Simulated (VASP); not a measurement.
Set up this calculation in VASP 6.6.1, as the native input.

| Property | Result |
| --- | --- |
| Task | single point |
| Functional | PBE |
| Dispersion | D3(BJ) |
| Potentials or basis | VASP PAW PBE potentials, release 64 (Al) |
| Cutoff | 520 eV |
| k mesh | 18 × 18 × 3 |
| Occupations | gaussian, width 0.15 eV |
| Spin | no spin polarisation |
| Dipole correction | no |
| Further INCAR settings | ALGO = Fast; EDIFF = 1e-06; NBANDS = 18 |

The structure of Al lies in POSCAR:

```
Al
1.0
   -2.8035700760      0.0000000000      0.0000000000
   -1.4017850380     -2.4279629071      0.0000000000
    0.0000000000      0.0000000000     14.0252688885
Al
6
Direct
    0.6666666667      0.6666666667      0.2500000000
    0.6666666667      0.6666666667      0.5833333333
    0.6666666667      0.6666666667      0.9166666667
    0.3333333333      0.3333333333      0.0833333333
    0.3333333333      0.3333333333      0.4166666667
    0.3333333333      0.3333333333      0.7500000000
```

The input as run:

INCAR

```
PREC = Accurate
ENCUT = 520
EDIFF = 1E-6
ISMEAR = 0
SIGMA = 0.15
LREAL = False
LASPH = True
NELM = 80
ALGO = Fast
ISIF = 2
LWAVE = False
LCHARG = False
GGA = PE
IVDW = 12
NBANDS = 18
```

KPOINTS

```
regular mesh
0
Gamma
  18 18 3
```

Potentials or basis: VASP PAW PBE potentials, release 64 (Al).

Launch:

```console
$ cat potpaw_PBE.64/Al/POTCAR > POTCAR
$ mpirun -np 1 vasp_std > vasp.out
```

It gave:

```json
{
 "Pressure": "0.0 GPa",
 "Band gap on the k mesh": "zero (band 9 reaches 11.60 eV, above the bottom of band 10 at 6.12 eV)",
 "Dispersion energy per atom": "-0.349 eV"
}
```

Caveat: pairwise dispersion overbinds metals, which lowers pressure and volume.

Run time: 120 s on 1 thread of AMD EPYC 7R13 Processor (Zen 3) (shared host), peak memory 0.25 GiB.
